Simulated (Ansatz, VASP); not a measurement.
BP in VASP and in Ansatz

```
B P
1.0
     0.00000    2.17824    2.26900
     2.17824    0.00000    2.26900
     2.17824    2.17824    0.00000
B P
1 1
Direct
  0.00000 0.00000 0.00000
  0.75000 0.75000 0.75000
```

Change from the starting cell: x and y stretched by -4 %, z held, PAW files.

Alike in both runs: task electric field gradients; functional PBE; k mesh 12 × 12 × 12; occupations fermi-dirac, width 0.08 eV; no spin polarisation.

```csv
,VASP,Ansatz
version,VASP 6.6.1,Ansatz 0.2.0
potentials or method,"VASP PAW PBE potentials, release 64 (B, P)","PAW with Ansatz's default frozen-core files, scalar-relativistic"
plane-wave cutoff (eV),520,420
valence electrons in the cell,8,8
```

```tsv
	VASP	Ansatz	Ansatz less VASP
pressure (GPa)	16.6	16.9	+0.32
traceless stress, the component that is largest in VASP (GPa)	-8.22	-8.20	+0.016
size of Vzz on the site where it differs most (V/Å²)	0.4	0.7	+0.23
```
